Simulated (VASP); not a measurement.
# Ga4CN4 in VASP: single point with PBE

Aim: the single point of Ga4CN4 with PBE.

Everything below comes from runs of VASP 6.6.1. Logs are shortened: lines on timing, memory, paths and dates and some standing lists are left out, and cuts for length are marked.

## (1) The cell of the first run

The cell holds a slab with vacuum, 9 atoms: a = 3.219 Å, b = 5.243 Å, c = 19.191 Å, α = 90.00°, β = 90.00°, γ = 90.00°.

## (2) Single point, PBE, collinear spin

Contents of INCAR:

```
PREC = Accurate
ENCUT = 520
EDIFF = 1E-6
ISMEAR = 0
SIGMA = 0.05
LREAL = F
LASPH = T
NELM = 150
ALGO = Normal
ISIF = 2
LWAVE = F
LCHARG = F
ISPIN = 2
MAGMOM = 0 0 0 0 0 0 0 0 2
LORBIT = 11
LDIPOL = T
IDIPOL = 3
DIPOL = 0.5 0.5 0.324
GGA = PE
NBANDS = 52
KPAR = 4
```

Contents of KPOINTS:

```
regular mesh
0
Gamma
  8 5 1
```

Contents of POSCAR:

```
Ga4CN4
1.0
    3.2186527183      0.0000000000      0.0000000000
    0.0000000000      5.2434880756      0.0000000000
    0.0000000000      0.0000000000     19.1910778357
Ga N C
4 4 1
Direct
    0.0000000000      0.0008659247      0.2084301900
    0.5000000000      0.5008659247      0.2568456576
    0.5000000000      0.9918618151      0.3610150165
    0.0000000000      0.4623164221      0.3897090822
    0.0000000000      0.6241340753      0.2084301900
    0.5000000000      0.1241340753      0.2568456576
    0.5000000000      0.6214454689      0.3602829978
    0.0000000000      0.1155219640      0.4007632037
    0.1666666667      0.2821886307      0.4718730443
```

Potentials or basis: VASP PAW PBE potentials, release 64 (Ga_d, N, C).

Launch:

```console
$ cat potpaw_PBE.64/Ga_d/POTCAR potpaw_PBE.64/N/POTCAR potpaw_PBE.64/C/POTCAR > POTCAR
$ mpirun -np 4 vasp_std > vasp.out
```

OUTCAR:

```text
PREC = Accurate
   ENCUT = 520
   EDIFF = 1E-6
   ISMEAR = 0
   LREAL = F
   LASPH = T
   NELM = 150
   ISIF = 2
   ISPIN = 2
   LORBIT = 11
   GGA = PE

 ion  position               nearest neighbor table
   1  0.000  0.001  0.208-   6 1.97   6 1.97   5 1.98
   2  0.500  0.501  0.257-   5 1.97   5 1.97   6 1.98   7 2.08
   3  0.500  0.992  0.361-   8 1.90   8 1.90   7 1.94   6 2.12
   4  0.000  0.462  0.390-   8 1.83   7 1.90   7 1.90   9 1.91
   5  0.000  0.624  0.208-   2 1.97   2 1.97   1 1.98
   6  0.500  0.124  0.257-   1 1.97   1 1.97   2 1.98   3 2.12
   7  0.500  0.621  0.360-   4 1.90   4 1.90   3 1.94   2 2.08
   8  0.000  0.116  0.401-   9 1.71   4 1.83   3 1.90   3 1.90
   9  0.167  0.282  0.472-   8 1.71   4 1.91

  LATTYP: Found a simple orthorhombic cell.
 ALAT       =     3.2186527183
 B/A-ratio  =     1.6290940758
 C/A-ratio  =     5.9624568151

  Lattice vectors:

 A1 = (   3.2186527183,   0.0000000000,   0.0000000000)
 A2 = (   0.0000000000,   5.2434880756,   0.0000000000)
 A3 = (   0.0000000000,   0.0000000000,  19.1910778357)

Analysis of symmetry for initial positions (statically):
=====================================================================
 Subroutine PRICEL returns:
 Original cell was already a primitive cell.

 Routine SETGRP: Setting up the symmetry group for a
 simple orthorhombic supercell.

 Subroutine GETGRP returns: Found  1 space group operations
 (whereof  1 operations were pure point group operations)
 out of a pool of  8 trial point group operations.

The static configuration has the point symmetry C_1 .

Analysis of symmetry for dynamics (positions and initial velocities):
=====================================================================
 Subroutine PRICEL returns:
 Original cell was already a primitive cell.

 Routine SETGRP: Setting up the symmetry group for a
 simple orthorhombic supercell.

 Subroutine GETGRP returns: Found  1 space group operations
 (whereof  1 operations were pure point group operations)
 out of a pool of  8 trial point group operations.

The dynamic configuration has the point symmetry C_1 .

Analysis of structural, dynamic, and magnetic symmetry:
=====================================================================
 Subroutine PRICEL returns:
 Original cell was already a primitive cell.

 Routine SETGRP: Setting up the symmetry group for a
 simple orthorhombic supercell.

 Subroutine GETGRP returns: Found  1 space group operations
 (whereof  1 operations were pure point group operations)
[... 164 lines left out ...]

 val. band max:       -1.3066890923   @ k =   0.0000   0.2000   0.0000
 cond. band min:      -1.2385559079   @ k =   0.0000   0.4000   0.0000
 fundamental gap:      0.0681331844
 Fermi energy:        -1.2566868114

 spin component 1

 k-point     1 :       0.0000    0.0000    0.0000
  band No.  band energies     occupation
      1     -19.6483      1.00000
      2     -18.2998      1.00000
      3     -17.8909      1.00000
      4     -16.9898      1.00000
      5     -16.9353      1.00000
      6     -16.7634      1.00000
[... 1102 lines left out ...]
     49       5.4851      0.00000
     50       6.2362      0.00000
 Fermi energy:        -1.2566868114

 spin component 2

 k-point     1 :       0.0000    0.0000    0.0000
  band No.  band energies     occupation
      1     -19.4219      1.00000
      2     -18.2329      1.00000
      3     -17.8744      1.00000
      4     -16.9689      1.00000
      5     -16.8342      1.00000
      6     -16.7383      1.00000
[... 1102 lines left out ...]
     49       5.5827      0.00000
     50       6.3569      0.00000
 [bands above 50 left out]

------------------------ aborting loop because EDIFF is reached ----------------------------------------

 vacuum level on the upper side and lower side of the slab       (xc-potential included)         0.725        -0.745

  FORCE on cell =-STRESS in cart. coord.  units (eV):
  Direction    XX          YY          ZZ          XY          YZ          ZX
  --------------------------------------------------------------------------------------
  -------------------------------------------------------------------------------------
  Total        2.6028627      3.3537543     -1.8460430     -0.6997647     -2.1324128     -1.6576260
  in kB       12.8756175     16.5900639     -9.1318468     -3.4615359    -10.5484364     -8.1998017
  external PRESSURE =       6.7779449 kB  Pullay stress =       0.0000000 kB

 VOLUME and BASIS-vectors are now :
 -----------------------------------------------------------------------------
  energy-cutoff  :      520.00
  volume of cell :      323.89
      direct lattice vectors                 reciprocal lattice vectors
     3.218652718  0.000000000  0.000000000     0.310689002  0.000000000  0.000000000
     0.000000000  5.243488076  0.000000000     0.000000000  0.190712744  0.000000000
     0.000000000  0.000000000 19.191077836     0.000000000  0.000000000  0.052107548

 POSITION                                       TOTAL-FORCE (eV/Angst)
 -----------------------------------------------------------------------------------
      0.00000      0.00454      4.00000        -0.019536     -1.774402      1.485689
      1.60933      2.62628      4.92915         0.013508      1.152293     -1.645227
      1.60933      5.20082      6.92827        -0.109195     -1.104553     -0.890380
      0.00000      2.42415      7.47894        -0.504411      3.690393     -0.221122
      0.00000      3.27264      4.00000         0.020882      0.514675      0.691868
      1.60933      0.65090      4.92915         0.084732      0.261097     -0.072487
      1.60933      3.25854      6.91422         0.349760      0.098194     -0.990400
      0.00000      0.60574      7.69108         1.116894     -0.739326      1.635450
      0.53644      1.47965      9.05575        -0.952634     -2.098372      0.006608
 -----------------------------------------------------------------------------------
    total drift:                                0.000043      0.002438     -0.000259

  FREE ENERGIE OF THE ION-ELECTRON SYSTEM (eV)
  ---------------------------------------------------
  free  energy   TOTEN  =       -48.6169917790 eV

  energy  without entropy=      -48.6152221229  energy(sigma->0) =      -48.61610695

 vacuum level on the upper side and lower side of the slab         4.336         2.827

 total charge

# of ion       s       p       d       tot
------------------------------------------
    1        0.843   0.708  10.087  11.638
    2        0.792   0.825  10.143  11.760
    3        0.791   0.858  10.169  11.818
    4        0.830   0.998  10.223  12.050
    5        1.250   2.370   0.000   3.620
    6        1.246   2.434   0.000   3.680
    7        1.233   2.502   0.000   3.735
    8        1.241   2.512   0.000   3.753
    9        0.975   1.177   0.000   2.152
--------------------------------------------------
tot          9.201  14.384  40.622  64.207

 magnetization (x)

# of ion       s       p       d       tot
------------------------------------------
    1        0.008   0.010   0.001   0.019
    2        0.001   0.002   0.004   0.006
    3        0.022   0.014   0.010   0.045
    4        0.006   0.098   0.039   0.143
    5        0.002   0.025   0.000   0.027
    6        0.004   0.006   0.000   0.010
    7        0.006   0.050   0.000   0.057
    8        0.004   0.072   0.000   0.076
    9        0.058   0.706   0.000   0.764
--------------------------------------------------
tot          0.109   0.984   0.053   1.146
```

OSZICAR:

```text
N       E                     dE             d eps       ncg     rms          rms(c)
DAV:   1     0.796758030322E+03    0.79676E+03   -0.34610E+04  4708   0.171E+03
DAV:   2     0.104150698303E+03   -0.69261E+03   -0.64823E+03  5192   0.490E+02
DAV:   3    -0.417856137882E+02   -0.14594E+03   -0.14193E+03  5520   0.182E+02
[... 20 lines left out ...]
DAV:  24    -0.486169671858E+02   -0.25182E-04   -0.12933E-06  3604   0.537E-03    0.790E-04
DAV:  25    -0.486169795537E+02   -0.12368E-04   -0.56300E-07  3596   0.510E-03    0.671E-04
DAV:  26    -0.486169856600E+02   -0.61063E-05   -0.21891E-07  3704   0.297E-03    0.530E-04
DAV:  27    -0.486169890600E+02   -0.34000E-05   -0.93675E-08  3528   0.279E-03    0.312E-04
DAV:  28    -0.486169908691E+02   -0.18091E-05   -0.43144E-08  3420   0.168E-03    0.186E-04
DAV:  29    -0.486169917790E+02   -0.90992E-06   -0.26423E-08  3252   0.837E-04
   1 F= -.48616992E+02 E0= -.48616107E+02  d E =-.176966E-02  mag=     1.9403
```

Wall time 5.8 min (4 MPI ranks of Intel Xeon Platinum 8375C at 2.90GHz (Ice Lake), shared host); peak memory 0.81 GiB.

What came out:

```
Free energy                                           : -48.6170 eV
Largest force                                         : 3.731 eV/Å
Net moment                                            : 1.94 μB per cell
Site moments                                          : Ga +0.02, +0.01, +0.04, +0.14; N +0.03, +0.01, +0.06, +0.08; C +0.76 μB
Valence electrons inside the program's atomic spheres : Ga 11.64, 11.76, 11.82, 12.05; N 3.62, 3.68, 3.73, 3.75; C 2.15
```

Forces on the atoms (eV/Å):
```
Ga  -0.020 -1.774  1.486
Ga   0.014  1.152 -1.645
Ga  -0.109 -1.105 -0.890
Ga  -0.504  3.690 -0.221
N    0.021  0.515  0.692
N    0.085  0.261 -0.072
N    0.350  0.098 -0.990
N    1.117 -0.739  1.635
C   -0.953 -2.098  0.007
```
